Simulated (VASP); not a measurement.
# As (Fd-3m) in VASP: a series of runs

As is run at these levels: RPBE; tasks: single point.

Program: VASP 6.6.1. These are calculated values, not measurements. Logs are shortened: lines on timing, memory, paths and dates and some standing lists are left out, and cuts for length are marked.

### Step 1. The cell of the first run

Symmetry: Fd-3m, No. 227, cubic system. Conventional cell: a = 6.184 Å, b = 6.184 Å, c = 6.184 Å, α = 90.00°, β = 90.00°, γ = 90.00°. As (site symmetry -43m) has 4 As at 2.68 Å within 3.5 Å.

### Step 2. Single point, RPBE

INCAR

```
SYSTEM = As
PREC = Accurate
ENCUT = 520
EDIFF = 1E-7
ISMEAR = -1
SIGMA = 0.1
LREAL = .FALSE.
LASPH = .TRUE.
NELM = 60
ALGO = Normal
ISIF = 2
LWAVE = .FALSE.
LCHARG = .FALSE.
GGA = RP
NBANDS = 12
```

KPOINTS

```
regular mesh
0
G
  9 9 9
  0 0 0
```

POSCAR

```
As
1.0
    0.0000000000      3.0917923307      3.0917923307
    3.0917923307      0.0000000000      3.0917923307
    3.0917923307      3.0917923307      0.0000000000
As
2
Direct
    0.1250000000      0.1250000000      0.1250000000
    0.8750000000      0.8750000000      0.8750000000
```

Potentials or basis: VASP PAW PBE potentials, release 64 (As).

Run with:

```sh
$ cat potpaw_PBE.64/As/POTCAR > POTCAR
$ mpirun -np 1 vasp_std > vasp.out
```

OUTCAR:

```text
SYSTEM = As
   PREC = Accurate
   ENCUT = 520
   EDIFF = 1E-7
   ISMEAR = -1
   LREAL = .FALSE.
   LASPH = .TRUE.
   NELM = 60
   ISIF = 2
   GGA = RP

 ion  position               nearest neighbor table
   1  0.125  0.125  0.125-   2 2.68   2 2.68   2 2.68   2 2.68
   2  0.875  0.875  0.875-   1 2.68   1 2.68   1 2.68   1 2.68

  LATTYP: Found a face centered cubic cell.
 ALAT       =     6.1835846614

  Lattice vectors:

 A1 = (   0.0000000000,   3.0917923307,   3.0917923307)
 A2 = (   3.0917923307,   0.0000000000,   3.0917923307)
 A3 = (   3.0917923307,   3.0917923307,   0.0000000000)

Analysis of symmetry for initial positions (statically):
=====================================================================
 Subroutine PRICEL returns:
 Original cell was already a primitive cell.

 Routine SETGRP: Setting up the symmetry group for a
 face centered cubic supercell.

 Subroutine GETGRP returns: Found 48 space group operations
 (whereof 12 operations were pure point group operations)
 out of a pool of 48 trial point group operations.

The static configuration has the point symmetry D_3d.
 The point group associated with its full space group is O_h .

Analysis of symmetry for dynamics (positions and initial velocities):
=====================================================================
 Subroutine PRICEL returns:
 Original cell was already a primitive cell.

 Routine SETGRP: Setting up the symmetry group for a
 face centered cubic supercell.

 Subroutine GETGRP returns: Found 48 space group operations
 (whereof 12 operations were pure point group operations)
 out of a pool of 48 trial point group operations.

The dynamic configuration has the point symmetry D_3d.
 The point group associated with its full space group is O_h .

 Subroutine INISYM returns: Found 48 space group operations
 (whereof 12 operations are pure point group operations),
 and found     1 'primitive' translations

----------------------------------------------------------------------------------------

                                     Primitive cell

  volume of cell :      59.1100

  direct lattice vectors                    reciprocal lattice vectors
     0.000000000  3.091792331  3.091792331    -0.161718494  0.161718494  0.161718494
     3.091792331  0.000000000  3.091792331     0.161718494 -0.161718494  0.161718494
     3.091792331  3.091792331  0.000000000     0.161718494  0.161718494 -0.161718494

  length of vectors
     4.372454646  4.372454646  4.372454646     0.280104648  0.280104648  0.280104648

  position of ions in fractional coordinates (direct lattice)
     0.125000000  0.125000000  0.125000000
     0.875000000  0.875000000  0.875000000

  ion indices of the primitive-cell ions
   primitive index   ion index
                 1           1
                 2           2

----------------------------------------------------------------------------------------

 KPOINTS: regular mesh

Automatic generation of k-mesh.
 Grid dimensions read from file:
 generate k-points for:    9    9    9

 Generating k-lattice:

  Cartesian coordinates                     Fractional coordinates (reciprocal lattice)
    -0.017968722  0.017968722  0.017968722     0.111111111  0.000000000  0.000000000
     0.017968722 -0.017968722  0.017968722     0.000000000  0.111111111  0.000000000
     0.017968722  0.017968722 -0.017968722     0.000000000  0.000000000  0.111111111

  Length of vectors
     0.031122739  0.031122739  0.031122739

  Shift w.r.t. Gamma in fractional coordinates (k-lattice)
     0.000000000  0.000000000  0.000000000

 Subroutine IBZKPT returns following result:
 ===========================================

 Found     35 irreducible k-points:

 Following reciprocal coordinates:
            Coordinates               Weight
  0.000000  0.000000  0.000000      1.000000
  0.111111  0.000000  0.000000      8.000000
  0.222222  0.000000  0.000000      8.000000
  0.333333  0.000000  0.000000      8.000000
  0.444444  0.000000  0.000000      8.000000
  0.111111  0.111111  0.000000      6.000000
[... 16 lines left out ...]
 -0.333333  0.333333  0.000000     12.000000
  0.444444  0.444444  0.000000      6.000000
 [... further k-points ...]
   k-points           NKPTS =     35   k-points in BZ     NKDIM =     35   number of bands    NBANDS=     12
   number of dos      NEDOS =    301   number of ions     NIONS =      2
   total plane-waves  NPLWV =  46656
   dimension x,y,z NGX =    36 NGY =   36 NGZ =   36
   dimension x,y,z NGXF=    72 NGYF=   72 NGZF=   72
   ions per type =               2
   NGX,Y,Z   is equivalent  to a cutoff of  13.69, 13.69, 13.69 a.u.
   NGXF,Y,Z  is equivalent  to a cutoff of  27.38, 27.38, 27.38 a.u.
 SYSTEM =  As
   PREC   = accura    normal or accurate (medium, high low for compatibility)
   ISTART =      0    job   : 0-new  1-cont  2-samecut
   ICHARG =      2    charge: 1-file 2-atom 10-const
   ISPIN  =      1    spin polarized calculation?
   LNONCOLLINEAR =      F non collinear calculations
   LSORBIT =      F    spin-orbit coupling
   LASPH  =      T    aspherical Exc in radial PAW
   ENCUT  =  520.0 eV  38.22 Ry    6.18 a.u.   8.13  8.13  8.13*2*pi/ulx,y,z
   NELM   =     60;   NELMIN=  2; NELMDL= -5     # of ELM steps
   EDIFF  = 0.1E-06   stopping-criterion for ELM
   LREAL  =      F    real-space projection
   EDIFFG = 0.1E-05   stopping-criterion for IOM
   NSW    =      0    number of steps for IOM
   IBRION =     -1    ionic relax: 0-MD 1-quasi-New 2-CG
   NFREE  =      0    steps in history (QN), initial steepest desc. (CG)
   ISIF   =      2    stress and relaxation
   ISYM   =      2    0-nonsym 1-usesym 2-fastsym
   POTIM  = 0.5000    time-step for ionic-motion
   TEBEG  =    0.0;   TEEND  =   0.0 temperature during run
   PSTRESS=    0.0 pullay stress
   NELECT =      10.0000    total number of electrons
   NUPDOWN=      -1.0000    fix difference up-down
   EMIN   =  10.00;   EMAX   =-10.00  energy-range for DOS
   EFERMI =   0.00;   METHOD = LEGACY
   ISMEAR =    -1;   SIGMA  =   0.10  broadening in eV -4-tet -1-fermi 0-gaus
   EFERMI_NEDOS =   21; number of points for ismear=-14 and -15
   IALGO  =     38    algorithm
   IMIX   =      4    mixing-type and parameters
     AMIX     =   0.40;   BMIX     =  1.00
     AMIX_MAG =   1.60;   BMIX_MAG =  1.00
  volume/ion in A,a.u.               =      29.55       199.45
  Fermi-wavevector in a.u.,A,eV,Ry     =   0.905429  1.711013 11.154085  0.819802
  Thomas-Fermi vector in A             =   2.028996
   LORBIT       =      0    0 simple, 1 ext, 2 COOP (PROOUT), +10 PAW based schemes
   GGA     = RP    functional components
   LHFCALC =     F    Hartree Fock is set to
   AEXX    =    0.0000 exact exchange contribution
   IVDW    =     0    specifies the selected vdW correction
   LEPSILON=     F    determine dielectric tensor
   LRPA    =     F    only Hartree local field effects (RPA)
 non-spin polarized calculation
  energy-cutoff  :      520.00
  volume of cell :       59.11
 maximum number of plane-waves:      1639
 NGX is ok and might be reduce to    36
   NGX = 17   NGY = 17   NGZ = 17

 number of electron      10.0000000 magnetization

 Free energy of the ion-electron system (eV)
  ---------------------------------------------------
  ext. energy  EPLUGINS =         0.00000000
  ---------------------------------------------------
  free energy    TOTEN  =        -8.07204769 eV

  energy without entropy =       -8.02697346  energy(sigma->0) =       -8.04951057

 E-fermi :   2.7649     XC(G=0):  -8.2632

 val. band max:        2.7514840177   @ k =  -0.4444   0.4444   0.1111
 cond. band min:       2.7756788944   @ k =   0.4444   0.3333   0.0000
 fundamental gap:      0.0241948767
 Fermi energy:         2.7649410111

 k-point     1 :       0.0000    0.0000    0.0000
  band No.  band energies     occupation
      1     -10.6336      2.00000
      2      -3.3934      2.00000
      3       0.7389      2.00000
      4       0.7389      2.00000
      5       0.7389      2.00000
      6       3.4297      0.00259
      7       3.4297      0.00259
      8       3.4297      0.00259
      9       7.8238      0.00000
     10      10.6246      0.00000
     11      10.6246      0.00000
     12      12.5068      0.00000

 k-point     2 :       0.1111    0.0000    0.0000
  band No.  band energies     occupation
      1     -10.5318      2.00000
      2      -3.8129      2.00000
      3       0.5899      2.00000
      4       0.5899      2.00000
      5       0.7572      2.00000
      6       3.6491      0.00029
      7       3.6491      0.00029
      8       3.6844      0.00020
      9       8.3152      0.00000
     10      10.2275      0.00000
     11      10.2275      0.00000
     12      12.1023      0.00000

 k-point     3 :       0.2222    0.0000    0.0000
  band No.  band energies     occupation
      1     -10.2394      2.00000
      2      -4.7517      2.00000
      3       0.2882      2.00000
      4       0.2882      2.00000
      5       0.6089      2.00000
      6       4.0991      0.00000
      7       4.0991      0.00000
      8       4.5707      0.00000
      9       9.2628      0.00000
     10       9.9219      0.00000
     11       9.9219      0.00000
     12      11.7898      0.00000
[... 286 lines left out ...]
 k-point    23 :      -0.3333    0.3333    0.0000
  band No.  band energies     occupation
      1      -8.7246      2.00000
      2      -7.2863      2.00000
      3      -1.8394      2.00000
      4      -0.6693      2.00000
      5       2.2031      1.99276
      6       4.8625      0.00000
      7       6.0557      0.00000
      8       6.0573      0.00000
      9       8.4074      0.00000
     10      10.3482      0.00000
     11      11.8671      0.00000
     12      14.4382      0.00000

 k-point    24 :       0.4444    0.4444    0.0000
  band No.  band energies     occupation
      1      -8.5582      2.00000
      2      -7.4958      2.00000
      3      -1.1080      2.00000
      4      -1.1080      2.00000
      5       2.1751      1.99453
      6       2.3431      1.97098
      7       7.4090      0.00000
      8       7.4090      0.00000
      9       9.4530      0.00000
     10      10.9321      0.00000
     11      13.2717      0.00000
     12      13.2717      0.00000

 [... further k-points ...]
[... 5 lines left out ...]
  --------------------------------------------------------------------------------------
  -------------------------------------------------------------------------------------
  Total        0.0233661      0.0233661      0.0233661     -0.0000000      0.0000000     -0.0000000
  in kB        0.6333387      0.6333387      0.6333387     -0.0000000      0.0000000     -0.0000000
  external PRESSURE =       0.6333387 kB  Pullay stress =       0.0000000 kB

 VOLUME and BASIS-vectors are now :
 -----------------------------------------------------------------------------
  energy-cutoff  :      520.00
  volume of cell :       59.11
      direct lattice vectors                 reciprocal lattice vectors
     0.000000000  3.091792331  3.091792331    -0.161718494  0.161718494  0.161718494
     3.091792331  0.000000000  3.091792331     0.161718494 -0.161718494  0.161718494
     3.091792331  3.091792331  0.000000000     0.161718494  0.161718494 -0.161718494

 POSITION                                       TOTAL-FORCE (eV/Angst)
 -----------------------------------------------------------------------------------
      0.77295      0.77295      0.77295         0.000000      0.000000      0.000000
      5.41064      5.41064      5.41064        -0.000000     -0.000000     -0.000000
 -----------------------------------------------------------------------------------
    total drift:                               -0.000000      0.000000      0.000000

  FREE ENERGIE OF THE ION-ELECTRON SYSTEM (eV)
  ---------------------------------------------------
  free  energy   TOTEN  =        -8.0720476901 eV

  energy  without entropy=       -8.0269734585  energy(sigma->0) =       -8.04951057
```

Wall time 31 s (1 thread of Intel Xeon 6975P-C, shared host); peak memory 0.2 GiB.

Results:

- Free energy: -8.0720 eV
- Pressure: 0.1 GPa
- Band gap on the k mesh: zero (band 5 reaches 3.30 eV, above the bottom of band 6 at 2.34 eV)

Levels at points of the mesh, in eV from the Fermi level:
| k point | band 3 | band 4 | band 5 | band 6 | band 7 | band 8 |
| --- | --- | --- | --- | --- | --- | --- |
| (0.00, 0.00, 0.00) | -2.03 | -2.03 | -2.03 | 0.66 | 0.66 | 0.66 |

Caveat: the PAW data sets were made with another functional, which shifts forces and pressure a little.

### Step 3. Single point, RPBE (volume scaled by 0.88)

INCAR

```
PREC = Accurate ; ENCUT = 520
EDIFF = 1E-7 ; ISMEAR = -1
SIGMA = 0.1 ; LREAL = F
LASPH = T ; NELM = 80
ALGO = Normal ; ISIF = 2
LWAVE = F ; LCHARG = F
GGA = RP ; NBANDS = 12
```

KPOINTS

```
Automatic mesh
0
Gamma
  10 10 10
```

POSCAR

```
As
1.0
    0.0000000000      2.9628150334      2.9628150334
    2.9628150334      0.0000000000      2.9628150334
    2.9628150334      2.9628150334      0.0000000000
As
2
Direct
    0.1250000000      0.1250000000      0.1250000000
    0.8750000000      0.8750000000      0.8750000000
```

Potentials or basis: VASP PAW PBE potentials, release 64 (As).

Run with:

```sh
$ cat potpaw_PBE.64/As/POTCAR > POTCAR
$ mpirun -np 1 vasp_std > vasp.out
```

It took 26 s on 1 thread of Intel Xeon 6975P-C, shared host; peak memory 0.18 GiB.

Results (log left out):

```
Free energy            : -7.9467 eV
Pressure               : 6.8 GPa
Band gap on the k mesh : zero (band 5 reaches 4.78 eV, above the bottom of band 6 at 3.12 eV)
```

Levels at points of the mesh, in eV from the Fermi level:
```
           k point  band 1  band 2  band 3  band 4  band 5  band 6  band 7  band 8  band 9  band 10
(0.00, 0.00, 0.00)  -14.28   -5.42   -2.28   -2.28   -2.28    0.60    0.60    0.60    5.11     7.93
(0.50, 0.00, 0.00)  -12.77   -9.68   -3.30   -3.30   -2.66    1.90    1.90    5.36    7.37     8.09
(0.50, 0.50, 0.00)  -11.27  -11.27   -4.47   -4.47   -0.70   -0.70    5.55    5.55    8.02     8.02
```

Caveat: the PAW data sets were made with another functional, which shifts forces and pressure a little.

### Step 4. Single point, RPBE (volume scaled by 0.92)

INCAR

```
  PREC = Accurate
  ENCUT = 520
  EDIFF = 1E-6
  ISMEAR = -1
  SIGMA = 0.1
  LREAL = F
  LASPH = T
  NELM = 80
  ALGO = Normal
  ISIF = 2
  LWAVE = F
  LCHARG = T
  GGA = RP
  LELF = T
  LVHAR = T
  NBANDS = 12
```

KPOINTS is that of step 3.

POSCAR

```
As
1.0
    0.0000000000      3.0070426738      3.0070426738
    3.0070426738      0.0000000000      3.0070426738
    3.0070426738      3.0070426738      0.0000000000
As
2
Direct
    0.1250000000      0.1250000000      0.1250000000
    0.8750000000      0.8750000000      0.8750000000
```

Run with:

```sh
$ cat potpaw_PBE.64/As/POTCAR > POTCAR
$ mpirun -np 1 vasp_std > vasp.out
```

It took 30 s on 1 thread of Intel Xeon 6975P-C, shared host; peak memory 0.18 GiB.

The run converged. Its results:

```
Free energy            : -8.0258 eV
Pressure               : 4.0 GPa
Band gap on the k mesh : zero (band 5 reaches 4.33 eV, above the bottom of band 6 at 2.81 eV)
```

Levels at points of the mesh, in eV from the Fermi level:
```
           k point  band 3  band 4  band 5  band 6  band 7  band 8
(0.00, 0.00, 0.00)   -2.18   -2.18   -2.18    0.63    0.63    0.63
(0.50, 0.00, 0.00)   -3.15   -3.15   -2.64    1.90    1.90    5.11
(0.50, 0.50, 0.00)   -4.26   -4.26   -0.63   -0.63    5.29    5.29
```

Caveat: the PAW data sets were made with another functional, which shifts forces and pressure a little.

### Step 5. Single point, RPBE (volume scaled by 0.96)

INCAR

```
SYSTEM = As
PREC     = Accurate       ! precision mode
ENCUT    = 520            ! plane-wave cutoff, eV
EDIFF    = 1E-7           ! SCF threshold, eV
ISMEAR   = -1             ! smearing method
SIGMA    = 0.1            ! smearing width, eV
LREAL    = .FALSE.        ! projectors in reciprocal space
LASPH    = .TRUE.         ! aspherical terms in the spheres
NELM     = 60             ! most SCF steps
ALGO     = Normal         ! electronic algorithm
ISIF     = 2              ! what is computed and relaxed
LWAVE    = .FALSE.        ! write WAVECAR
LCHARG   = .FALSE.        ! write CHGCAR
GGA      = RP             ! functional
NBANDS   = 12             ! bands
```

KPOINTS

```
regular mesh
0
G
  10 10 10
  0 0 0
```

POSCAR

```
As
1.0
    0.0000000000      3.0500062309      3.0500062309
    3.0500062309      0.0000000000      3.0500062309
    3.0500062309      3.0500062309      0.0000000000
As
2
Direct
    0.1250000000      0.1250000000      0.1250000000
    0.8750000000      0.8750000000      0.8750000000
```

Run with:

```sh
$ cat potpaw_PBE.64/As/POTCAR > POTCAR
$ mpirun -np 1 vasp_std > vasp.out
```

It took 32 s on 1 thread of Intel Xeon 6975P-C, shared host; peak memory 0.18 GiB.

It converged, with:

- Free energy: -8.0681 eV
- Pressure: 1.8 GPa
- Band gap on the k mesh: zero (band 5 reaches 3.90 eV, above the bottom of band 6 at 2.51 eV)

Levels at points of the mesh, in eV from the Fermi level:
| k point | band 2 | band 3 | band 4 | band 5 | band 6 | band 7 | band 8 | band 9 |
| --- | --- | --- | --- | --- | --- | --- | --- | --- |
| (0.00, 0.00, 0.00) | -5.93 | -2.10 | -2.10 | -2.10 | 0.66 | 0.66 | 0.66 | 5.08 |
| (0.50, 0.00, 0.00) | -9.43 | -3.02 | -3.02 | -2.62 | 1.89 | 1.89 | 4.84 | 7.24 |
| (0.50, 0.50, 0.00) | -10.94 | -4.07 | -4.07 | -0.57 | -0.57 | 5.04 | 5.04 | 7.61 |

Caveat: the PAW data sets were made with another functional, which shifts forces and pressure a little.

### Step 6. Single point, RPBE

INCAR

```
PREC = Accurate
ENCUT = 520
EDIFF = 1E-7
ISMEAR = -1
SIGMA = 0.1
LREAL = F
LASPH = T
NELM = 80
ALGO = Normal
ISIF = 2
LWAVE = F
LCHARG = F
GGA = RP
NBANDS = 12
```

KPOINTS

```
regular mesh
0
Gamma
  10 10 10
```

POSCAR

```
As
1.0
    0.0000000000      3.0917923307      3.0917923307
    3.0917923307      0.0000000000      3.0917923307
    3.0917923307      3.0917923307      0.0000000000
As
2
Direct
    0.1250000000      0.1250000000      0.1250000000
    0.8750000000      0.8750000000      0.8750000000
```

Potentials or basis: VASP PAW PBE potentials, release 64 (As).

Run with:

```sh
$ cat potpaw_PBE.64/As/POTCAR > POTCAR
$ mpirun -np 1 vasp_std > vasp.out
```

Run time: 49 s. Hardware: 1 thread of Intel Xeon 6975P-C, shared host; peak memory 0.21 GiB.

It converged, with:

| Property | Result |
| --- | --- |
| Free energy | -8.0800 eV |
| Pressure | -0.1 GPa |
| Band gap on the k mesh | zero (band 5 reaches 3.51 eV, above the bottom of band 6 at 2.23 eV) |

Levels at points of the mesh, in eV from the Fermi level:
| k point | band 2 | band 3 | band 4 | band 5 | band 6 | band 7 | band 8 | band 9 |
| --- | --- | --- | --- | --- | --- | --- | --- | --- |
| (0.00, 0.00, 0.00) | -6.15 | -2.02 | -2.02 | -2.02 | 0.67 | 0.67 | 0.67 | 5.06 |
| (0.50, 0.00, 0.00) | -9.34 | -2.90 | -2.90 | -2.59 | 1.88 | 1.88 | 4.59 | 7.20 |
| (0.50, 0.50, 0.00) | -10.80 | -3.90 | -3.90 | -0.52 | -0.52 | 4.81 | 4.81 | 7.44 |

Caveat: the PAW data sets were made with another functional, which shifts forces and pressure a little.

### Step 7. Summary

| cell | k mesh | gap on the mesh (eV) | pressure (GPa) |
| --- | --- | --- | --- |
| a = 4.372 Å, angles 60.0°, 2 atoms | 9 × 9 × 9 | none | 0.1 |
| a = 4.190 Å, angles 60.0°, 2 atoms | 10 × 10 × 10 | none | 6.8 |
| a = 4.253 Å, angles 60.0°, 2 atoms | 10 × 10 × 10 | none | 4.0 |
| a = 4.313 Å, angles 60.0°, 2 atoms | 10 × 10 × 10 | none | 1.8 |
| a = 4.372 Å, angles 60.0°, 2 atoms | 10 × 10 × 10 | none | -0.1 |

Alike in all rows: task single point; level RPBE; potentials or basis VASP PAW PBE potentials, release 64 (As); no spin polarisation; cutoff (eV) 520; smearing fermi-dirac 0.1 eV.

Caveats: the PAW data sets were made with another functional, which shifts forces and pressure a little.

Absolute energies hang on the potentials; compare differences alone.
